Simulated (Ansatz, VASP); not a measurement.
Two plane-wave programs on CuSn3

```
Cu Sn
1.0
     7.49787    0.00000    0.00000
    -3.74894    6.49335    0.00000
     0.00000    0.00000    3.89109
Cu Sn
2 6
Cartesian
  3.7489 2.1644 0.9728
  0.0000 4.3289 2.9183
  2.1060 1.2159 2.9183
  5.3919 1.2159 2.9183
  3.7489 4.0616 2.9183
  1.6430 5.2775 0.9728
  -1.6430 5.2775 0.9728
  0.0000 2.4317 0.9728
```

Alike in both runs: functional PBEsol; k mesh 6 × 6 × 8; occupations gaussian, width 0.1 eV; no spin polarisation.

Ansatz relaxed the structure, and its values are those at the end. VASP's run is a single point on that final structure, the one shown.

|  | VASP | Ansatz |
| --- | --- | --- |
| version | VASP 6.6.1 | Ansatz 0.2.0 |
| potentials or method | VASP PAW PBE potentials, release 64 (Cu, Sn_d), cutoff 520 eV | scalar-relativistic, plane waves, PAW |
| valence electrons in the cell | 106 | 122 |

```tsv
	VASP	Ansatz	Ansatz less VASP
gap on the k mesh at the Fermi level (eV)	none	none	-
pressure (GPa)	0.1	0.0	-0.10
rms of the force components (eV/Å)	0.007	0.000	-0.0073
```

VASP's potentials were made for PBE, not for PBEsol. A gap of «none» marks a metal or a gap that the smearing closes. VASP's potentials hold 106 valence electrons a cell and Ansatz's 122, so a difference there can come from the potentials and not from the codes.
